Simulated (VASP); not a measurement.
Here is a VASP 6.6.1 calculation.

Contents of POSCAR:

```
Ir
1.0
    2.7219498417      0.0000000000      0.0000000000
   -1.3609749209      2.3572777108      0.0000000000
    0.0000000000      0.0000000000      4.2824361487
Ir
2
Direct
    0.3333333333      0.6666666667      0.2500000000
    0.6666666667      0.3333333333      0.7500000000
```

File INCAR.step1:

```
SYSTEM = Ir
PREC = Accurate
ENCUT = 520
EDIFF = 1E-5
ISMEAR = -1
SIGMA = 0.05
LREAL = .False.
LASPH = .True.
NELM = 80
ALGO = Normal
ISIF = 2
LWAVE = .True.
LCHARG = .False.
NBANDS = 16
GGA = PE
```

The input INCAR.step2:

```
SYSTEM = Ir
PREC = Accurate
ENCUT = 520
EDIFF = 1E-7
ISMEAR = -1
SIGMA = 0.05
LREAL = .False.
LASPH = .True.
NELM = 80
ALGO = Normal
ISIF = 2
LWAVE = .False.
LCHARG = .False.
GGA = PS
LHFCALC = .True.
AEXX = 0.25
PRECFOCK = Normal
NBANDS = 16
ISTART = 1
```

KPOINTS

```
Automatic mesh
0
Gamma
  6 6 3
  0 0 0
```

Potentials or basis: VASP PAW PBE potentials, release 64 (Ir).

The run is started by

```sh
$ cat potpaw_PBE.64/Ir/POTCAR > POTCAR
$ cp INCAR.step1 INCAR
$ mpirun -np 1 vasp_std > vasp.out
$ cp INCAR.step2 INCAR
$ mpirun -np 1 vasp_std > vasp.out
```

(1) Estimate the band gap on the k mesh.

(2) What does it give for the pressure?

Answers

(1) zero (bands 9 and 10 overlap by 4.87 eV).

(2) 3.9 GPa.

Caveat: the k points lie up to 0.49 Å⁻¹ apart, too coarse for converged energies and pressures of a metal; the PAW data sets were made with another functional, which shifts forces and pressure a little; spin-orbit coupling is left out, which moves the levels of the heavy elements.
